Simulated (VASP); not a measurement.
A run of VASP 6.6.1:

Contents of INCAR:

```
SYSTEM = Ni
PREC = Accurate
ENCUT = 520
EDIFF = 1E-7
ISMEAR = -1
SIGMA = 0.05
LREAL = .False.
LASPH = .True.
NELM = 150
ALGO = Normal
ISIF = 2
LWAVE = .False.
LCHARG = .True.
ISPIN = 2
MAGMOM = 0.2 0.2
LORBIT = 11
LMAXMIX = 4
LELF = .True.
LVHAR = .True.
NBANDS = 21
```

File KPOINTS:

```
Automatic mesh
0
Gamma
  7 14 14
  0 0 0
```

The input POSCAR:

```
Ni
1.0
    0.0000000000      3.5270600000      3.5270600000
    1.7635300000      0.0000000000      1.7635300000
    1.7635300000      1.7635300000      0.0000000000
Ni
2
Direct
    0.0000000000      0.0000000000      0.0000000000
    0.5000000000      0.0000000000      0.0000000000
```

Potentials or basis: VASP PAW LDA potentials, release 64 (Ni).

The run is started by

```console
$ cat potpaw_LDA.64/Ni/POTCAR > POTCAR
$ mpirun -np 1 vasp_std > vasp.out
```

Hardware: 1 thread of Intel(R) Xeon(R) 6975P-C (Granite Rapids), on a shared host.

**Question.** How long does it take, and how much memory?

**Answer.** It took 64 s on 1 thread of Intel(R) Xeon(R) 6975P-C (Granite Rapids), with other jobs on the host, peak memory 0.2 GiB. Counts: scf iterations 15, k points 144.
